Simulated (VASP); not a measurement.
# BeS (F-43m) in VASP: a series of runs, part 2 of 2

VASP 6.6.1. The steps go on from the part before.

## 3. Single point, PBE

INCAR

```
SYSTEM = BeS
  PREC = Accurate
  ENCUT = 520
  EDIFF = 1E-7
  ISMEAR = 0
  SIGMA = 0.02
  LREAL = .False.
  LASPH = .True.
  NELM = 100
  ALGO = Normal
  ISIF = 2
  LWAVE = .False.
  LCHARG = .False.
  GGA = PE
  NBANDS = 11
```

KPOINTS

```
Automatic mesh
0
Gamma
  8 8 8
  0 0 0
```

POSCAR

```
BeS
1.0
    0.0000000000      2.4379188568      2.4379188568
    2.4379188568      0.0000000000      2.4379188568
    2.4379188568      2.4379188568      0.0000000000
Be S
1 1
Direct
    0.0000000000      0.0000000000      0.0000000000
    0.7500000000      0.7500000000      0.7500000000
```

Potentials or basis: VASP PAW PBE potentials, release 64 (Be, S).

Launch:

```
> cat potpaw_PBE.64/Be/POTCAR potpaw_PBE.64/S/POTCAR > POTCAR
> mpirun -np 1 vasp_std > vasp.out
```

OUTCAR:

```text
SYSTEM = BeS
   PREC = Accurate
   ENCUT = 520
   EDIFF = 1E-7
   ISMEAR = 0
   LREAL = .False.
   LASPH = .True.
   NELM = 100
   ISIF = 2
   GGA = PE

 ion  position               nearest neighbor table
   1  0.000  0.000  0.000-   2 2.11   2 2.11   2 2.11   2 2.11
   2  0.750  0.750  0.750-   1 2.11   1 2.11   1 2.11   1 2.11

  LATTYP: Found a face centered cubic cell.
 ALAT       =     4.8758377136

  Lattice vectors:

 A1 = (   0.0000000000,   2.4379188568,   2.4379188568)
 A2 = (   2.4379188568,   0.0000000000,   2.4379188568)
 A3 = (   2.4379188568,   2.4379188568,   0.0000000000)

Analysis of symmetry for initial positions (statically):
=====================================================================
 Subroutine PRICEL returns:
 Original cell was already a primitive cell.

 Routine SETGRP: Setting up the symmetry group for a
 face centered cubic supercell.

 Subroutine GETGRP returns: Found 24 space group operations
 (whereof 24 operations were pure point group operations)
 out of a pool of 48 trial point group operations.

The static configuration has the point symmetry T_d .

Analysis of symmetry for dynamics (positions and initial velocities):
=====================================================================
 Subroutine PRICEL returns:
 Original cell was already a primitive cell.

 Routine SETGRP: Setting up the symmetry group for a
 face centered cubic supercell.

 Subroutine GETGRP returns: Found 24 space group operations
 (whereof 24 operations were pure point group operations)
 out of a pool of 48 trial point group operations.

The dynamic configuration has the point symmetry T_d .

 Subroutine INISYM returns: Found 24 space group operations
 (whereof 24 operations are pure point group operations),
 and found     1 'primitive' translations

----------------------------------------------------------------------------------------

                                     Primitive cell

  volume of cell :      28.9793

[... 112 lines left out ...]
   LORBIT       =      0    0 simple, 1 ext, 2 COOP (PROOUT), +10 PAW based schemes
   GGA     = PE    functional components
   LHFCALC =     F    Hartree Fock is set to
   AEXX    =    0.0000 exact exchange contribution
   IVDW    =     0    specifies the selected vdW correction
   LEPSILON=     F    determine dielectric tensor
   LRPA    =     F    only Hartree local field effects (RPA)
 non-spin polarized calculation
 Gauss-broadening in eV      SIGMA  =   0.02
  energy-cutoff  :      520.00
  volume of cell :       28.98
 maximum number of plane-waves:       799
 NGX is ok and might be reduce to    28
   NGX = 13   NGY = 13   NGZ = 13

 number of electron       7.9999999 magnetization

 Free energy of the ion-electron system (eV)
  ---------------------------------------------------
  ext. energy  EPLUGINS =         0.00000000
  ---------------------------------------------------
  free energy    TOTEN  =       -10.01333886 eV

  energy without entropy =      -10.01333886  energy(sigma->0) =      -10.01333886

 E-fermi :   4.1828     XC(G=0):  -9.6649

 val. band max:        4.0113717375   @ k =   0.0000   0.0000   0.0000
 cond. band min:       7.1573176266   @ k =   0.5000   0.5000   0.0000
 fundamental gap:      3.1459458891
 Fermi energy:         4.1828403010

 k-point     1 :       0.0000    0.0000    0.0000
  band No.  band energies     occupation
      1      -9.5752      2.00000
      2       4.0114      2.00000
      3       4.0114      2.00000
      4       4.0114      2.00000
      5       9.6871      0.00000
      6       9.6871      0.00000
      7       9.6871      0.00000
      8       9.7629      0.00000
      9      16.7937      0.00000
     10      16.7937      0.00000
     11      18.7600      0.00000
[... 309 lines left out ...]
 k-point    24 :      -0.3750    0.2500    0.1250
  band No.  band energies     occupation
      1      -7.7405      2.00000
      2      -1.1485      2.00000
      3       1.2860      2.00000
      4       2.2145      2.00000
      5      10.1180      0.00000
      6      10.5618      0.00000
      7      13.0755      0.00000
      8      14.4565      0.00000
      9      15.4025      0.00000
     10      19.2414      0.00000
     11      19.8653      0.00000

 [... further k-points ...]
[... 5 lines left out ...]
  --------------------------------------------------------------------------------------
  -------------------------------------------------------------------------------------
  Total        0.0047615      0.0047615      0.0047615      0.0000000      0.0000000     -0.0000000
  in kB        0.2632487      0.2632487      0.2632487      0.0000000      0.0000000     -0.0000000
  external PRESSURE =       0.2632487 kB  Pullay stress =       0.0000000 kB

 VOLUME and BASIS-vectors are now :
 -----------------------------------------------------------------------------
  energy-cutoff  :      520.00
  volume of cell :       28.98
      direct lattice vectors                 reciprocal lattice vectors
     0.000000000  2.437918857  2.437918857    -0.205092962  0.205092962  0.205092962
     2.437918857  0.000000000  2.437918857     0.205092962 -0.205092962  0.205092962
     2.437918857  2.437918857  0.000000000     0.205092962  0.205092962 -0.205092962

 POSITION                                       TOTAL-FORCE (eV/Angst)
 -----------------------------------------------------------------------------------
      0.00000      0.00000      0.00000         0.000000      0.000000      0.000000
      3.65688      3.65688      3.65688        -0.000000     -0.000000     -0.000000
 -----------------------------------------------------------------------------------
    total drift:                                0.000000      0.000000     -0.000000

  FREE ENERGIE OF THE ION-ELECTRON SYSTEM (eV)
  ---------------------------------------------------
  free  energy   TOTEN  =       -10.0133388590 eV

  energy  without entropy=      -10.0133388590  energy(sigma->0) =      -10.01333886
```

OSZICAR:

```text
N       E                     dE             d eps       ncg     rms          rms(c)
DAV:   1     0.215714975989E+02    0.21571E+02   -0.38518E+03   638   0.622E+02
DAV:   2    -0.890786113666E+01   -0.30479E+02   -0.28472E+02   827   0.117E+02
DAV:   3    -0.101726197893E+02   -0.12648E+01   -0.12617E+01   831   0.238E+01
DAV:   4    -0.101800306999E+02   -0.74109E-02   -0.74094E-02   768   0.215E+00
DAV:   5    -0.101800961581E+02   -0.65458E-04   -0.65457E-04   854   0.200E-01    0.554E+00
DAV:   6    -0.100500452776E+02    0.13005E+00   -0.11885E-01   725   0.163E+00    0.378E+00
DAV:   7    -0.100119477233E+02    0.38098E-01   -0.11235E-01   792   0.175E+00    0.101E+00
DAV:   8    -0.100131939423E+02   -0.12462E-02   -0.65419E-03   830   0.410E-01    0.139E-01
DAV:   9    -0.100132871503E+02   -0.93208E-04   -0.50656E-04   788   0.142E-01    0.280E-02
DAV:  10    -0.100133335924E+02   -0.46442E-04   -0.77567E-05   763   0.500E-02    0.106E-02
DAV:  11    -0.100133384861E+02   -0.48937E-05   -0.16802E-05   802   0.212E-02    0.878E-03
DAV:  12    -0.100133387664E+02   -0.28034E-06   -0.43172E-07   779   0.461E-03    0.249E-03
DAV:  13    -0.100133389166E+02   -0.15019E-06   -0.11578E-07   716   0.184E-03    0.312E-03
DAV:  14    -0.100133388590E+02    0.57610E-07   -0.11469E-08   364   0.525E-04
   1 F= -.10013339E+02 E0= -.10013339E+02  d E =-.790728E-36
```

stdout:

```text
POSCAR found type information on POSCAR BeS
 POSCAR found :  2 types and       2 ions
 scaLAPACK will be used
 LDA part: xc-table for (Slater+PW92), standard interpolation
 POSCAR, INCAR and KPOINTS ok, starting setup
 FFT: planning ... GRIDC
 FFT: planning ... GRID_SOFT
 FFT: planning ... GRID
 WAVECAR not read
 entering main loop
```

Wall time 11 s (1 thread of Intel Xeon 6975P-C (Granite Rapids), shared host); peak memory 0.14 GiB.

Results:

```
Free energy            : -10.0133 eV
Pressure               : 0.0 GPa
Band gap on the k mesh : 3.15 eV, indirect (least direct gap 5.68 eV)
```

A k mesh can miss the band edges. As with any semilocal functional, this PBE gap is likely too small.

## 4. Single point, PBE

INCAR

```
SYSTEM = BeS
ALGO = Normal
EDIFF = 1E-7
ENCUT = 520
GGA = PE
ISIF = 2
ISMEAR = 0
LASPH = .TRUE.
LCHARG = .FALSE.
LREAL = .FALSE.
LWAVE = .FALSE.
NBANDS = 11
NELM = 60
PREC = Accurate
SIGMA = 0.02
```

KPOINTS

```
k-points
0
G
  8 8 8
  0 0 0
```

POSCAR

```
BeS
1.0
    0.0000000000      2.4380644881      2.4380644881
    2.4380644881      0.0000000000      2.4380644881
    2.4380644881      2.4380644881      0.0000000000
Be S
1 1
Direct
    0.5000000000      0.5000000000      0.5000000000
    0.2500000000      0.2500000000      0.2500000000
```

Launch:

```
> cat potpaw_PBE.64/Be/POTCAR potpaw_PBE.64/S/POTCAR > POTCAR
> mpirun -np 1 vasp_std > vasp.out
```

Wall time 10 s (1 thread of Intel Xeon 6975P-C (Granite Rapids), shared host); peak memory 0.15 GiB.

It converged, with:

- Free energy: -10.0133 eV
- Pressure: 0.0 GPa
- Band gap on the k mesh: 3.15 eV, indirect (least direct gap 5.68 eV)

Levels at points of the mesh, in eV from the valence-band top:
```csv
k point,band 1,band 2,band 3,band 4,band 5,band 6,band 7,band 8,band 9
"(0.00, 0.00, 0.00)",-13.59,0.00,0.00,0.00,5.68,5.68,5.68,5.75,12.78
"(0.50, 0.00, 0.00)",-12.02,-5.68,-1.01,-1.01,5.42,6.57,6.57,11.13,14.87
"(0.50, 0.50, 0.00)",-11.49,-4.94,-2.59,-2.59,3.15,4.93,12.65,12.65,15.35
```

## 5. Relaxation of cell and atoms, PBE

This run uses another cell than the first one, of 14.26 Å³/atom, 0.984 times its volume.

INCAR

```
SYSTEM = BeS
ALGO = Normal
EDIFF = 1E-7
EDIFFG = -0.01
ENCUT = 600
GGA = PE
IBRION = 2
ISIF = 3
ISMEAR = 0
LASPH = .TRUE.
LCHARG = .FALSE.
LREAL = .FALSE.
LWAVE = .FALSE.
NELM = 60
NSW = 100
PREC = Accurate
SIGMA = 0.02
```

KPOINTS is that of step 4.

POSCAR

```
BeS
1.0
    0.0000000000      2.4249999500      2.4249999500
    2.4249999500      0.0000000000      2.4249999500
    2.4249999500      2.4249999500      0.0000000000
Be S
1 1
Direct
    0.0000000000      0.0000000000      0.0000000000
    0.2500000000      0.2500000000      0.2500000000
```

Launch:

```
> cat potpaw_PBE.64/Be/POTCAR potpaw_PBE.64/S/POTCAR > POTCAR
> mpirun -np 1 vasp_std > vasp.out
```

Wall time 18 s (1 thread of Intel Xeon 6975P-C (Granite Rapids), shared host); peak memory 0.15 GiB.

The run converged. Its results:

```
Free energy                            : -10.0135 eV
Relaxed volume                         : 14.50 Å³/atom
Relaxed cell                           : a = 3.448 Å, b = 3.448 Å, c = 3.448 Å, α = 60.00°, β = 60.00°, γ = 60.00°
Space group after relaxing (to 0.05 Å) : F-43m (No. 216)
Energy gained by relaxing              : 1.2 meV/atom
Ionic steps                            : 3
Pressure after relaxing                : 0.0 GPa
Band gap on the k mesh                 : 3.15 eV, indirect (least direct gap 5.68 eV)
```

The path:
```
step  energy change (eV)  largest force (eV/Å)  pressure (GPa)  volume (Å³)
   1              0.0000                0.0000            1.58        28.52
   2             -0.0022                0.0000           -0.35        29.11
   3             -0.0023                0.0000            0.00        29.00
```

Final structure:
```
Be S
1.0
     0.00000    2.43836    2.43836
     2.43836    0.00000    2.43836
     2.43836    2.43836    0.00000
Be S
1 1
Direct
  0.00000 0.00000 0.00000
  0.25000 0.25000 0.25000
```

Levels at points of the mesh, in eV from the valence-band top:
```csv
k point,band 1,band 2,band 3,band 4,band 5,band 6,band 7,band 8
"(0.00, 0.00, 0.00)",-13.58,0.00,0.00,0.00,5.68,5.68,5.68,5.75
"(0.50, 0.00, 0.00)",-12.02,-5.68,-1.01,-1.01,5.42,6.57,6.57,11.13
"(0.50, 0.50, 0.00)",-11.49,-4.94,-2.58,-2.58,3.15,4.93,12.65,12.65
```

A k mesh can miss the band edges. A hybrid or GW would open this gap; PBE tends to underestimate it.
